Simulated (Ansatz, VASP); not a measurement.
## ZnS in VASP and in Ansatz

```
Zn S
1.0
     4.14248    0.00000    0.00000
    -2.07124    3.58749    0.00000
     0.00000    0.00000    5.43245
Zn S
2 2
Cartesian
  0.0000 2.3917 0.0283
  2.0712 1.1958 2.7445
  0.0000 2.3917 2.2069
  2.0712 1.1958 4.9231
```

Alike in both runs: task single point; functional PBE; k mesh 9 × 9 × 4; occupations gaussian, width 0.05 eV; no spin polarisation.

```csv
,VASP,Ansatz
version,VASP 6.6.1,Ansatz 0.2.0
potentials or method,"VASP PAW PBE potentials, release 64 (Zn, S), cutoff 520 eV","scalar-relativistic, plane waves, PAW"
valence electrons in the cell,36,36
```

|  | VASP | Ansatz | Ansatz less VASP |
| --- | --- | --- | --- |
| gap on the k mesh at the Fermi level (eV) | 1.32 | 1.34 | +0.015 |
| least direct gap on the mesh (eV) | 1.32 | 1.34 | +0.015 |
| pressure (GPa) | 2.6 | 2.5 | -0.15 |
| traceless stress, the component that is largest in VASP (GPa) | 15.75 | 15.68 | -0.068 |
| rms of the force components (eV/Å) | 0.616 | 0.609 | -0.0069 |

Atom by atom the forces differ by 0.007 eV/Å (rms over components). The functional is the same, so the differences come from potentials, cutoffs and numerics.
